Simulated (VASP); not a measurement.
# Pb (Fm-3m) in VASP: notebook

Aim: see how the results for Pb move with the level of theory and the settings. Levels: SVWN5, B3LYP5. Tasks: single point.

All numbers are computed with VASP 6.6.1; they aren't measurements. Logs are shortened: lines on timing, memory, paths and dates and some standing lists are left out, and cuts for length are marked.

## 1. The cell of the first run

It takes space group Fm-3m (No. 225, cubic). The conventional cell has a = 5.079 Å, b = 5.079 Å, c = 5.079 Å, α = 90.00°, β = 90.00°, γ = 90.00°. Pb (site symmetry m-3m) has 12 Pb at 3.59 Å within 4.7 Å.

## 2. Single point, SVWN5 (32.75 Å³/atom)

INCAR

```
PREC = Accurate
ENCUT = 520
EDIFF = 1E-7
ISMEAR = 1
SIGMA = 0.01
LREAL = F
LASPH = T
NELM = 60
ALGO = Fast
ISIF = 2
LWAVE = F
LCHARG = F
GGA = VW
NBANDS = 13
```

KPOINTS

```
regular mesh
0
Gamma
  9 9 9
```

POSCAR

```
Pb
1.0
    0.0000000000      2.5393348005      2.5393348005
    2.5393348005      0.0000000000      2.5393348005
    2.5393348005      2.5393348005      0.0000000000
Pb
1
Direct
    0.0000000000      0.0000000000      0.0000000000
```

Potentials or basis: VASP PAW PBE potentials, release 64 (Pb_d).

Started as:

```
$ cat potpaw_PBE.64/Pb_d/POTCAR > POTCAR
$ mpirun -np 1 vasp_std > vasp.out
```

OUTCAR:

```text
PREC = Accurate
   ENCUT = 520
   EDIFF = 1E-7
   ISMEAR = 1
   LREAL = F
   LASPH = T
   NELM = 60
   ISIF = 2
   GGA = VW

 ion  position               nearest neighbor table
   1  0.000  0.000  0.000-

  LATTYP: Found a face centered cubic cell.
 ALAT       =     5.0786696010

  Lattice vectors:

 A1 = (   0.0000000000,   2.5393348005,   2.5393348005)
 A2 = (   2.5393348005,   0.0000000000,   2.5393348005)
 A3 = (   2.5393348005,   2.5393348005,   0.0000000000)

Analysis of symmetry for initial positions (statically):
=====================================================================
 Subroutine PRICEL returns:
 Original cell was already a primitive cell.

 Routine SETGRP: Setting up the symmetry group for a
 face centered cubic supercell.

 Subroutine GETGRP returns: Found 48 space group operations
 (whereof 48 operations were pure point group operations)
 out of a pool of 48 trial point group operations.

The static configuration has the point symmetry O_h .

Analysis of symmetry for dynamics (positions and initial velocities):
=====================================================================
 Subroutine PRICEL returns:
 Original cell was already a primitive cell.

 Routine SETGRP: Setting up the symmetry group for a
 face centered cubic supercell.

 Subroutine GETGRP returns: Found 48 space group operations
 (whereof 48 operations were pure point group operations)
 out of a pool of 48 trial point group operations.

The dynamic configuration has the point symmetry O_h .

 Subroutine INISYM returns: Found 48 space group operations
 (whereof 48 operations are pure point group operations),
 and found     1 'primitive' translations

----------------------------------------------------------------------------------------

                                     Primitive cell

  volume of cell :      32.7484

  direct lattice vectors                    reciprocal lattice vectors
     0.000000000  2.539334800  2.539334800    -0.196901960  0.196901960  0.196901960
     2.539334800  0.000000000  2.539334800     0.196901960 -0.196901960  0.196901960
     2.539334800  2.539334800  0.000000000     0.196901960  0.196901960 -0.196901960

  length of vectors
     3.591161714  3.591161714  3.591161714     0.341044199  0.341044199  0.341044199

  position of ions in fractional coordinates (direct lattice)
     0.000000000  0.000000000  0.000000000

  ion indices of the primitive-cell ions
   primitive index   ion index
                 1           1

----------------------------------------------------------------------------------------

 KPOINTS: regular mesh

Automatic generation of k-mesh.
 Grid dimensions read from file:
 generate k-points for:    9    9    9

 Generating k-lattice:

  Cartesian coordinates                     Fractional coordinates (reciprocal lattice)
    -0.021877996  0.021877996  0.021877996     0.111111111  0.000000000  0.000000000
     0.021877996 -0.021877996  0.021877996     0.000000000  0.111111111  0.000000000
     0.021877996  0.021877996 -0.021877996     0.000000000  0.000000000  0.111111111

  Length of vectors
     0.037893800  0.037893800  0.037893800

  Shift w.r.t. Gamma in fractional coordinates (k-lattice)
     0.000000000  0.000000000  0.000000000

 Subroutine IBZKPT returns following result:
 ===========================================

 Found     35 irreducible k-points:

 Following reciprocal coordinates:
            Coordinates               Weight
  0.000000  0.000000  0.000000      1.000000
  0.111111  0.000000  0.000000      8.000000
  0.222222  0.000000  0.000000      8.000000
  0.333333  0.000000  0.000000      8.000000
  0.444444  0.000000  0.000000      8.000000
  0.111111  0.111111  0.000000      6.000000
[... 16 lines left out ...]
 -0.333333  0.333333  0.000000     12.000000
  0.444444  0.444444  0.000000      6.000000
 [... further k-points ...]
   k-points           NKPTS =     35   k-points in BZ     NKDIM =     35   number of bands    NBANDS=     13
   number of dos      NEDOS =    301   number of ions     NIONS =      1
   total plane-waves  NPLWV =  21952
   dimension x,y,z NGX =    28 NGY =   28 NGZ =   28
   dimension x,y,z NGXF=    56 NGYF=   56 NGZF=   56
   ions per type =               1
   NGX,Y,Z   is equivalent  to a cutoff of  12.96, 12.96, 12.96 a.u.
   NGXF,Y,Z  is equivalent  to a cutoff of  25.92, 25.92, 25.92 a.u.
 SYSTEM =  unknown system
   PREC   = accura    normal or accurate (medium, high low for compatibility)
   ISTART =      0    job   : 0-new  1-cont  2-samecut
   ICHARG =      2    charge: 1-file 2-atom 10-const
   ISPIN  =      1    spin polarized calculation?
   LNONCOLLINEAR =      F non collinear calculations
   LSORBIT =      F    spin-orbit coupling
   LASPH  =      T    aspherical Exc in radial PAW
   ENCUT  =  520.0 eV  38.22 Ry    6.18 a.u.   6.68  6.68  6.68*2*pi/ulx,y,z
   NELM   =     60;   NELMIN=  2; NELMDL= -5     # of ELM steps
   EDIFF  = 0.1E-06   stopping-criterion for ELM
   LREAL  =      F    real-space projection
   EDIFFG = 0.1E-05   stopping-criterion for IOM
   NSW    =      0    number of steps for IOM
   IBRION =     -1    ionic relax: 0-MD 1-quasi-New 2-CG
   NFREE  =      0    steps in history (QN), initial steepest desc. (CG)
   ISIF   =      2    stress and relaxation
   ISYM   =      2    0-nonsym 1-usesym 2-fastsym
   POTIM  = 0.5000    time-step for ionic-motion
   TEBEG  =    0.0;   TEEND  =   0.0 temperature during run
   PSTRESS=    0.0 pullay stress
   NELECT =      14.0000    total number of electrons
   NUPDOWN=      -1.0000    fix difference up-down
   EMIN   =  10.00;   EMAX   =-10.00  energy-range for DOS
   EFERMI =   0.00;   METHOD = LEGACY
   ISMEAR =     1;   SIGMA  =   0.01  broadening in eV -4-tet -1-fermi 0-gaus
   EFERMI_NEDOS =   21; number of points for ismear=-14 and -15
   IALGO  =     68    algorithm
   IMIX   =      4    mixing-type and parameters
     AMIX     =   0.40;   BMIX     =  1.00
     AMIX_MAG =   1.60;   BMIX_MAG =  1.00
  volume/ion in A,a.u.               =      32.75       221.00
  Fermi-wavevector in a.u.,A,eV,Ry     =   1.233259  2.330521 20.693471  1.520927
  Thomas-Fermi vector in A             =   2.367996
   LORBIT       =      0    0 simple, 1 ext, 2 COOP (PROOUT), +10 PAW based schemes
   GGA     = VW    functional components
   LHFCALC =     F    Hartree Fock is set to
   AEXX    =    0.0000 exact exchange contribution
   IVDW    =     0    specifies the selected vdW correction
   LEPSILON=     F    determine dielectric tensor
   LRPA    =     F    only Hartree local field effects (RPA)
 non-spin polarized calculation
 RMM-DIIS sequential band-by-band and
 Methfessel and Paxton  Order N= 1 SIGMA  =   0.01
  energy-cutoff  :      520.00
  volume of cell :       32.75
 maximum number of plane-waves:       899
   NGX = 13   NGY = 13   NGZ = 13

 number of electron      14.0000002 magnetization

 Free energy of the ion-electron system (eV)
  ---------------------------------------------------
  ext. energy  EPLUGINS =         0.00000000
  ---------------------------------------------------
  free energy    TOTEN  =        -4.19265924 eV

  energy without entropy =       -4.19260068  energy(sigma->0) =       -4.19263972

 E-fermi :   5.9915     XC(G=0): -10.0831

 val. band max:        5.8542761111   @ k =   0.3333   0.3333   0.0000
 cond. band min:       5.9952330335   @ k =  -0.2222   0.3333   0.1111
 fundamental gap:      0.1409569225
 Fermi energy:         5.9915174717

 k-point     1 :       0.0000    0.0000    0.0000
  band No.  band energies     occupation
      1     -10.8224      2.00000
      2     -10.8224      2.00000
      3     -10.8224      2.00000
      4     -10.7095      2.00000
      5     -10.7095      2.00000
      6      -5.2306      2.00000
      7      12.8081      0.00000
      8      12.8081      0.00000
      9      12.8081      0.00000
     10      15.9004      0.00000
     11      16.5087      0.00000
     12      18.0688      0.00000
     13      18.0688      0.00000

 k-point     2 :       0.1111    0.0000    0.0000
  band No.  band energies     occupation
      1     -10.8223      2.00000
      2     -10.8091      2.00000
      3     -10.8091      2.00000
      4     -10.7094      2.00000
      5     -10.7094      2.00000
      6      -5.0130      2.00000
      7      10.6496      0.00000
      8      12.5566      0.00000
      9      12.5566      0.00000
     10      15.3523      0.00000
     11      17.6404      0.00000
     12      18.5114      0.00000
     13      18.5114      0.00000

 k-point     3 :       0.2222    0.0000    0.0000
  band No.  band energies     occupation
      1     -10.8242      2.00000
      2     -10.7932      2.00000
      3     -10.7932      2.00000
      4     -10.6907      2.00000
      5     -10.6907      2.00000
      6      -4.3668      2.00000
      7       7.4523      0.00000
      8      12.0178      0.00000
      9      12.0178      0.00000
     10      14.8747      0.00000
     11      17.6761      0.00000
     12      18.2515      0.00000
     13      18.2515      0.00000
[... 305 lines left out ...]
 k-point    23 :      -0.3333    0.3333    0.0000
  band No.  band energies     occupation
      1     -10.8628      2.00000
      2     -10.7345      2.00000
      3     -10.6978      2.00000
      4     -10.6818      2.00000
      5     -10.6311      2.00000
      6      -1.2232      2.00000
      7       4.4191      2.00000
      8       4.6917      2.00000
      9       9.4551      0.00000
     10      12.8577      0.00000
     11      19.3144      0.00000
     12      20.9832      0.00000
     13      21.1025      0.00000

 k-point    24 :       0.4444    0.4444    0.0000
  band No.  band energies     occupation
      1     -10.9468      2.00000
      2     -10.8690      2.00000
      3     -10.6121      2.00000
      4     -10.5806      2.00000
      5     -10.5806      2.00000
      6      -1.1911      2.00000
      7       3.5416      2.00000
      8       8.0918      0.00000
      9       8.0918      0.00000
     10      11.4393      0.00000
     11      12.6454      0.00000
     12      23.9463      0.00000
     13      25.1836      0.00000

 [... further k-points ...]

------------------------ aborting loop because EDIFF is reached ----------------------------------------

  FORCE on cell =-STRESS in cart. coord.  units (eV):
  Direction    XX          YY          ZZ          XY          YZ          ZX
  --------------------------------------------------------------------------------------
  -------------------------------------------------------------------------------------
  Total       -1.0058577     -1.0058577     -1.0058577      0.0000000      0.0000000      0.0000000
  in kB      -49.2104404    -49.2104404    -49.2104404      0.0000000      0.0000000      0.0000000
  external PRESSURE =     -49.2104404 kB  Pullay stress =       0.0000000 kB

 VOLUME and BASIS-vectors are now :
 -----------------------------------------------------------------------------
  energy-cutoff  :      520.00
  volume of cell :       32.75
      direct lattice vectors                 reciprocal lattice vectors
     0.000000000  2.539334800  2.539334800    -0.196901960  0.196901960  0.196901960
     2.539334800  0.000000000  2.539334800     0.196901960 -0.196901960  0.196901960
     2.539334800  2.539334800  0.000000000     0.196901960  0.196901960 -0.196901960

 POSITION                                       TOTAL-FORCE (eV/Angst)
 -----------------------------------------------------------------------------------
      0.00000      0.00000      0.00000         0.000000      0.000000      0.000000
 -----------------------------------------------------------------------------------
    total drift:                               -0.000000     -0.000000      0.000000

  FREE ENERGIE OF THE ION-ELECTRON SYSTEM (eV)
  ---------------------------------------------------
  free  energy   TOTEN  =        -4.1926592371 eV

  energy  without entropy=       -4.1926006777  energy(sigma->0) =       -4.19263972
```

Wall time 30 s (1 thread of AMD EPYC 7R43 (Zen 3), shared host); peak memory 0.11 GiB.

Results:

| Item | Value |
| --- | --- |
| Free energy | -4.1927 eV |
| Pressure | -4.9 GPa |
| Band gap on the k mesh | zero (bands 7 and 8 overlap by 8.12 eV) |

Caveat: the cell stands under tension; the PAW data sets were made with another functional, which shifts forces and pressure a little; spin-orbit coupling is left out, which moves the levels of the heavy elements.

## 3. Single point, B3LYP5

This run uses another cell than the first one, of 30.93 Å³/atom.

POSCAR

```
Pb
1.0
    0.0000000000      2.4914113386      2.4914113386
    2.4914113386      0.0000000000      2.4914113386
    2.4914113386      2.4914113386      0.0000000000
Pb
1
Direct
    0.0000000000      0.0000000000      0.0000000000
```

INCAR.step1

```
ALGO = Normal
EDIFF = 1E-5
ENCUT = 520
GGA = PE
ISIF = 2
ISMEAR = -1
LASPH = True
LREAL = False
LWAVE = True
NBANDS = 13
NELM = 100
PREC = Accurate
SIGMA = 0.05
```

INCAR.step2

```
AEXX = 0.2
AGGAC = 0.81
AGGAX = 0.72
ALDAC = 0.19
ALGO = Normal
EDIFF = 1E-6
ENCUT = 520
GGA = B5
ISIF = 2
ISMEAR = -1
ISTART = 1
LASPH = True
LCHARG = True
LELF = True
LHFCALC = True
LREAL = False
LVHAR = True
LWAVE = False
NBANDS = 13
NELM = 100
PREC = Accurate
PRECFOCK = Normal
SIGMA = 0.05
```

KPOINTS

```
k-points
0
Gamma
  5 5 5
```

Potentials or basis: VASP PAW PBE potentials, release 64 (Pb_d).

Started as:

```
$ cat potpaw_PBE.64/Pb_d/POTCAR > POTCAR
$ cp INCAR.step1 INCAR
$ mpirun -np 1 vasp_std > vasp.out
$ cp INCAR.step2 INCAR
$ mpirun -np 1 vasp_std > vasp.out
```

Run time: 5.1 min. Hardware: 1 thread of Intel Xeon Platinum 8488C (Sapphire Rapids), shared host; peak memory 0.17 GiB.

Results (log left out):

```
Free energy            : -3.6501 eV
Pressure               : 2.8 GPa
Band gap on the k mesh : zero (bands 7 and 8 overlap by 8.83 eV)
```

Levels at points of the mesh, in eV from the Fermi level:
| k point | band 4 | band 5 | band 6 | band 7 | band 8 | band 9 | band 10 | band 11 |
| --- | --- | --- | --- | --- | --- | --- | --- | --- |
| (0.00, 0.00, 0.00) | -18.46 | -18.46 | -12.71 | 8.38 | 8.38 | 8.38 | 11.25 | 12.80 |

Caveat: the k points lie up to 0.44 Å⁻¹ apart, too coarse for converged energies and pressures of a metal; the PAW data sets were made with another functional, which shifts forces and pressure a little; spin-orbit coupling is left out, which moves the levels of the heavy elements.

## 4. Single point, B3LYP5

This run uses another cell than the first one, of 31.54 Å³/atom.

POSCAR

```
Pb
1.0
    0.0000000000      2.5075897876      2.5075897876
    2.5075897876      0.0000000000      2.5075897876
    2.5075897876      2.5075897876      0.0000000000
Pb
1
Direct
    0.0000000000      0.0000000000      0.0000000000
```

INCAR.step1

```
  ALGO = Normal
  EDIFF = 1E-5
  ENCUT = 520
  GGA = PE
  ISIF = 2
  ISMEAR = -1
  LASPH = True
  LREAL = False
  LWAVE = True
  NBANDS = 13
  NELM = 80
  PREC = Accurate
  SIGMA = 0.05
```

INCAR.step2

```
  AEXX = 0.2
  AGGAC = 0.81
  AGGAX = 0.72
  ALDAC = 0.19
  ALGO = Normal
  EDIFF = 1E-6
  ENCUT = 520
  GGA = B5
  ISIF = 2
  ISMEAR = -1
  ISTART = 1
  LASPH = True
  LCHARG = True
  LELF = True
  LHFCALC = True
  LREAL = False
  LVHAR = True
  LWAVE = False
  NBANDS = 13
  NELM = 80
  PREC = Accurate
  PRECFOCK = Normal
  SIGMA = 0.05
```

KPOINTS is that of step 3.

Started as:

```
$ cat potpaw_PBE.64/Pb_d/POTCAR > POTCAR
$ cp INCAR.step1 INCAR
$ mpirun -np 1 vasp_std > vasp.out
$ cp INCAR.step2 INCAR
$ mpirun -np 1 vasp_std > vasp.out
```

It took 5 min on 1 thread of Intel Xeon Platinum 8488C (Sapphire Rapids), shared host; peak memory 0.17 GiB.

Results (log left out):

```yaml
Free_energy: -3.6590 eV
Pressure: 1.8 GPa
Band_gap_on_the_k_mesh: zero (bands 7 and 8 overlap by 8.64 eV)
```

Levels at points of the mesh, in eV from the Fermi level:
```tsv
k point	band 3	band 4	band 5	band 6	band 7	band 8	band 9	band 10	band 11	band 12
(0.00, 0.00, 0.00)	-18.61	-18.48	-18.48	-12.59	8.20	8.20	8.20	11.22	12.52	13.55
```

Caveat: the k points lie up to 0.43 Å⁻¹ apart, too coarse for converged energies and pressures of a metal; the PAW data sets were made with another functional, which shifts forces and pressure a little; spin-orbit coupling is left out, which moves the levels of the heavy elements.

(Continued in part 2 of 2.)
